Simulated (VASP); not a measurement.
Set up this calculation in VASP 6.6.1, as the native input.

| Property | Result |
| --- | --- |
| Task | single point |
| Functional | LDA |
| Potentials or basis | VASP PAW LDA potentials, release 64 (P, Li_sv) |
| Cutoff | 520 eV |
| k mesh | 2 × 2 × 2 |
| Occupations | fermi-dirac, width 0.05 eV |
| Spin | collinear spin |
| Starting moments | [0.0, 0.0, 0.0, 0.0, 0.0, 0.0, 0.0, 0.0, 0.0, 0.0, 0.0, 0.0, 0.0, 0.0, 0.0, 0.0, 1.0] μB |
| Dipole correction | no |
| Further INCAR settings | LREAL = Auto; ALGO = Normal; EDIFF = 1e-06; NBANDS = 60 |

The structure of LiP16 (a cell with a defect) lies in POSCAR:

```
LiP16
1.0
    1.6560500000      5.2040000000      4.3500000000
    1.6560500000     -5.2040000000      4.3500000000
    6.6242000000      0.0000000000      0.0000000000
P Li
16 1
Direct
    0.6643904493      0.4335345339      0.2173170046
    0.1842983026      0.4122188939      0.0881973220
    0.8603722259      0.0654433700      0.0056917312
    0.2946988413      0.1166151805      0.1412535887
    0.6550687976      0.4343301070      0.7234705826
    0.1971168228      0.3863593061      0.6013191417
    0.8213493413      0.0825326006      0.5287203279
    0.3138341686      0.0985929491      0.6399204899
    0.1099267681      0.9722087168      0.4758784071
    0.7135126975      0.8928174708      0.3413899606
    0.3694524525      0.5444073327      0.2654723014
    0.8318076675      0.6007259832      0.3890314628
    0.1406159185      0.9308769709      0.9754629789
    0.6714210235      0.8873452211      0.8606477997
    0.3726019137      0.5636846830      0.7568942343
    0.8218052933      0.6150295390      0.8822972421
    0.3728718160      0.8089942414      0.4288569246
```

These files were run (other wordings do the same):

INCAR

```
ALGO = Normal
EDIFF = 1E-6
ENCUT = 520
ISIF = 2
ISMEAR = -1
ISPIN = 2
LASPH = T
LCHARG = F
LORBIT = 11
LREAL = Auto
LWAVE = F
MAGMOM = 0 0 0 0 0 0 0 0 0 0 0 0 0 0 0 0 1
NBANDS = 60
NELM = 150
PREC = Accurate
SIGMA = 0.05
```

KPOINTS

```
k-points
0
Gamma
  2 2 2
```

Potentials or basis: VASP PAW LDA potentials, release 64 (P, Li_sv).

Launch:

```sh
$ cat potpaw_LDA.64/P/POTCAR potpaw_LDA.64/Li_sv/POTCAR > POTCAR
$ mpirun -np 1 vasp_std > vasp.out
```

Results of the run:

- Largest force: 0.048 eV/Å
- Net moment: 0.00 μB per cell
- Valence electrons inside the program's atomic spheres: P 2.46, 2.47, 2.48, 2.51, 2.50, 2.49 (each value once); Li 2.15

Caveat: the k points lie up to 0.51 Å⁻¹ apart.

It took 8.4 min on 1 thread of Intel Xeon 8259CL, with other jobs on the host, peak memory 0.41 GiB.
